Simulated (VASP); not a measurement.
Crystal: Pd.

```xyz
1
Lattice="0.0000 1.9465 1.9465 1.9465 0.0000 1.9465 1.9465 1.9465 0.0000" Properties=species:S:1:pos:R:3 pbc="T T T"
Pd    0.0000    0.0000    0.0000
```

* Program: VASP 6.6.1
* Task: relaxation of cell and atoms
* Functional: r2SCAN
* Potentials or basis: VASP PAW PBE potentials, release 64 (Pd)
* Cutoff: 600 eV
* k mesh: 11 × 11 × 11
* Occupations: fermi-dirac, width 0.05 eV
* Spin: no spin polarisation

At the start: pressure 3.4 GPa; volume 14.75 Å³/atom.

Question: How do energy, volume and symmetry change on relaxing?

Answer: Over 3 steps the energy falls by 2.6 meV/atom and the volume is 15.01 Å³/atom (+1.7 %); space group Fm-3m (No. 225, to 0.05 Å).

Step by step:
```
step  energy change (eV)  largest force (eV/Å)  pressure (GPa)  volume (Å³)
   1              0.0000                0.0000            3.36        14.75
   2              0.0036                0.0000           -4.69        15.42
   3             -0.0026                0.0000            0.06        15.01
```

Final structure:
```
Pd
1.0
     0.00000    1.95778    1.95778
     1.95778    0.00000    1.95778
     1.95778    1.95778    0.00000
Pd
1
Direct
  0.00000 0.00000 0.00000
```

Caveat: the PAW data sets were made with another functional, which shifts forces and pressure a little.
